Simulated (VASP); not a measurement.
# BN (Fmm2) in VASP: single point with r2SCAN

Aim: the single point of BN with r2SCAN.

Everything below comes from runs of VASP 6.6.1. Logs are shortened: lines on timing, memory, paths and dates and some standing lists are left out, and cuts for length are marked.

### 1 The cell of the first run

The structure is orthorhombic, space group Fmm2 (No. 42). Conventional cell: a = 2.503 Å, b = 6.991 Å, c = 4.332 Å, α = 90.00°, β = 90.00°, γ = 90.00°. B (site symmetry mm2) has 2 N at 1.26 Å within 1.7 Å. N (site symmetry mm2) has 2 B at 1.26 Å within 1.7 Å.

### 2 Single point, r2SCAN (atom 2 (N) moved by (+0.000, -0.600) A along [1 1 0] and z)

Input file POSCAR:

```
BN
1.0
    0.0000000000      3.4953158300      2.1660912400
    1.2516321000      0.0000000000      2.1660912400
    1.2516321000      3.4953158300      0.0000000000
B N
1 1
Direct
    0.0000486500      0.0000486500      0.9999513500
    0.5281530189      0.5281530189      0.4718469811
```

Input file INCAR.step1:

```
SYSTEM = BN
PREC = Accurate
ENCUT = 520
ISMEAR = 0
SIGMA = 0.05
LREAL = .False.
LASPH = .True.
NELM = 60
NBANDS = 11
GGA = PE
ALGO = Normal
EDIFF = 1E-4
LWAVE = .True.
LCHARG = .False.
```

Input file INCAR.step2:

```
SYSTEM = BN
PREC = Accurate
ENCUT = 520
EDIFF = 1E-7
ISMEAR = 0
SIGMA = 0.05
LREAL = .False.
LASPH = .True.
NELM = 60
ALGO = Normal
ISIF = 2
LWAVE = .False.
LCHARG = .False.
METAGGA = R2SCAN
LMIXTAU = .True.
NBANDS = 11
ISTART = 1
```

Input file KPOINTS:

```
Automatic mesh
0
Gamma
  12 12 12
  0 0 0
```

Potentials or basis: VASP PAW PBE potentials, release 64 (B, N).

Started as:

```console
$ cat potpaw_PBE.64/B/POTCAR potpaw_PBE.64/N/POTCAR > POTCAR
$ cp INCAR.step1 INCAR
$ mpirun -np 1 vasp_std > vasp.out
$ cp INCAR.step2 INCAR
$ mpirun -np 1 vasp_std > vasp.out
```

OUTCAR:

```text
SYSTEM = BN
   PREC = Accurate
   ENCUT = 520
   EDIFF = 1E-7
   ISMEAR = 0
   LREAL = .False.
   LASPH = .True.
   NELM = 60
   ISIF = 2
   METAGGA = R2SCAN
   ISTART = 1

 ion  position               nearest neighbor table
   1  0.000  0.000  1.000-   2 1.26   2 1.26
   2  0.528  0.528  0.472-   1 1.26   1 1.26

  LATTYP: Found a face centered orthorhombic cell.
 ALAT       =     2.5032642000
 B/A-ratio  =     1.7306133647
 C/A-ratio  =     2.7926064137

  Lattice vectors:

 A1 = (   0.0000000000,   3.4953158300,   2.1660912400)
 A2 = (  -1.2516321000,   3.4953158300,   0.0000000000)
 A3 = (  -1.2516321000,   0.0000000000,   2.1660912400)

Analysis of symmetry for initial positions (statically):
=====================================================================
 Subroutine PRICEL returns:
 Original cell was already a primitive cell.

 Routine SETGRP: Setting up the symmetry group for a
 face centered orthorhombic supercell.

 Subroutine GETGRP returns: Found  4 space group operations
 (whereof  4 operations were pure point group operations)
 out of a pool of  8 trial point group operations.

The static configuration has the point symmetry C_2v.

Analysis of symmetry for dynamics (positions and initial velocities):
=====================================================================
 Subroutine PRICEL returns:
 Original cell was already a primitive cell.

 Routine SETGRP: Setting up the symmetry group for a
 face centered orthorhombic supercell.

 Subroutine GETGRP returns: Found  4 space group operations
 (whereof  4 operations were pure point group operations)
 out of a pool of  8 trial point group operations.

The dynamic configuration has the point symmetry C_2v.

 Subroutine INISYM returns: Found  4 space group operations
 (whereof  4 operations are pure point group operations),
 and found     1 'primitive' translations

----------------------------------------------------------------------------------------

                                     Primitive cell

  volume of cell :      18.9526

  direct lattice vectors                    reciprocal lattice vectors
     0.000000000  3.495315830  2.166091240    -0.399478409  0.143048590  0.230830535
     1.251632100  0.000000000  2.166091240     0.399478409 -0.143048590  0.230830535
     1.251632100  3.495315830  0.000000000     0.399478409  0.143048590 -0.230830535

  length of vectors
     4.112077822  2.501706252  3.712656147     0.483041027  0.483041027  0.483041027

  position of ions in fractional coordinates (direct lattice)
[... 83 lines left out ...]
   IBRION =     -1    ionic relax: 0-MD 1-quasi-New 2-CG
   NFREE  =      0    steps in history (QN), initial steepest desc. (CG)
   ISIF   =      2    stress and relaxation
   ISYM   =      2    0-nonsym 1-usesym 2-fastsym
   POTIM  = 0.5000    time-step for ionic-motion
   TEBEG  =    0.0;   TEEND  =   0.0 temperature during run
   PSTRESS=    0.0 pullay stress
   NELECT =       8.0000    total number of electrons
   NUPDOWN=      -1.0000    fix difference up-down
   EMIN   =  10.00;   EMAX   =-10.00  energy-range for DOS
   EFERMI =   0.00;   METHOD = LEGACY
   ISMEAR =     0;   SIGMA  =   0.05  broadening in eV -4-tet -1-fermi 0-gaus
   EFERMI_NEDOS =   21; number of points for ismear=-14 and -15
   IALGO  =     38    algorithm
   IMIX   =      4    mixing-type and parameters
     AMIX     =   0.40;   BMIX     =  1.00
     AMIX_MAG =   1.60;   BMIX_MAG =  1.00
  volume/ion in A,a.u.               =       9.48        63.95
  Fermi-wavevector in a.u.,A,eV,Ry     =   1.228047  2.320672 20.518928  1.508099
  Thomas-Fermi vector in A             =   2.362987
   LORBIT       =      0    0 simple, 1 ext, 2 COOP (PROOUT), +10 PAW based schemes
   METAGGA = R2SCAN    functional components
   LHFCALC =     F    Hartree Fock is set to
   AEXX    =    0.0000 exact exchange contribution
   IVDW    =     0    specifies the selected vdW correction
   LEPSILON=     F    determine dielectric tensor
   LRPA    =     F    only Hartree local field effects (RPA)
 non-spin polarized calculation
 Gauss-broadening in eV      SIGMA  =   0.05
  energy-cutoff  :      520.00
  volume of cell :       18.95
 maximum number of plane-waves:       529
   NGX = 15   NGY =  9   NGZ = 13

 number of electron       8.0000000 magnetization

 Free energy of the ion-electron system (eV)
  ---------------------------------------------------
  ext. energy  EPLUGINS =         0.00000000
  ---------------------------------------------------
  free energy    TOTEN  =       -16.52776135 eV

  energy without entropy =      -16.52776135  energy(sigma->0) =      -16.52776135

 E-fermi :   3.6541     XC(G=0): -10.2883

 val. band max:        3.3626556711   @ k =   0.5000  -0.0833   0.4167
 cond. band min:       5.5573356349   @ k =   0.5000   0.0000   0.0000
 fundamental gap:      2.1946799638
 Fermi energy:         3.6541000074

 k-point     1 :       0.0000    0.0000    0.0000
  band No.  band energies     occupation
      1     -17.1653      2.00000
      2      -5.3986      2.00000
      3      -3.2878      2.00000
      4       3.2994      2.00000
      5       6.7665      0.00000
      6      13.9795      0.00000
      7      16.7917      0.00000
      8      16.8294      0.00000
      9      23.5147      0.00000
     10      25.2839      0.00000
     11      28.7543      0.00000
[... 309 lines left out ...]
 k-point    24 :      -0.4167    0.1667    0.0000
  band No.  band energies     occupation
      1     -14.6395      2.00000
      2      -7.7506      2.00000
      3      -1.4992      2.00000
      4       1.0505      2.00000
      5       6.0153      0.00000
      6      10.4220      0.00000
      7      15.0873      0.00000
      8      17.7368      0.00000
      9      20.0942      0.00000
     10      22.6374      0.00000
     11      26.9465      0.00000

 [... further k-points ...]
[... 5 lines left out ...]
  --------------------------------------------------------------------------------------
  -------------------------------------------------------------------------------------
  Total       11.9217612     -0.1075947      6.4280580      0.0000000      0.0000000      0.0000000
  in kB     1007.8157518     -9.0956053    543.4011005      0.0000000      0.0000000      0.0000000
  external PRESSURE =     514.0404157 kB  Pullay stress =       0.0000000 kB

 VOLUME and BASIS-vectors are now :
 -----------------------------------------------------------------------------
  energy-cutoff  :      520.00
  volume of cell :       18.95
      direct lattice vectors                 reciprocal lattice vectors
     0.000000000  3.495315830  2.166091240    -0.399478409  0.143048590  0.230830535
     1.251632100  0.000000000  2.166091240     0.399478409 -0.143048590  0.230830535
     1.251632100  3.495315830  0.000000000     0.399478409  0.143048590 -0.230830535

 POSITION                                       TOTAL-FORCE (eV/Angst)
 -----------------------------------------------------------------------------------
      1.25163      3.49532      0.00021         0.000000      0.000000     -2.623051
      1.25163      3.49532      2.28806         0.000000      0.000000      2.623051
 -----------------------------------------------------------------------------------
    total drift:                               -0.000013     -0.000011      0.000027

  FREE ENERGIE OF THE ION-ELECTRON SYSTEM (eV)
  ---------------------------------------------------
  free  energy   TOTEN  =       -16.5277613530 eV

  energy  without entropy=      -16.5277613530  energy(sigma->0) =      -16.52776135
```

Wall time 9 min (1 thread of AMD EPYC 7R13, shared host); peak memory 0.16 GiB.

What came out:

```yaml
Free_energy: -16.5278 eV
Pressure: 51.4 GPa
Largest_force: 2.623 eV/Å
Band_gap_on_the_k_mesh: 2.19 eV (least direct gap 3.47 eV)
```

Forces on the atoms (eV/Å):
```
B    0.000  0.000 -2.623
N    0.000  0.000  2.623
```

Caveat: the cell differs from its parent crystal (atom 2 (N) moved by (+0.000, -0.600) A along [1 1 0] and z); the cell stands under pressure; the PAW data sets were made with another functional, which shifts forces and pressure a little. A k mesh can miss the band edges.
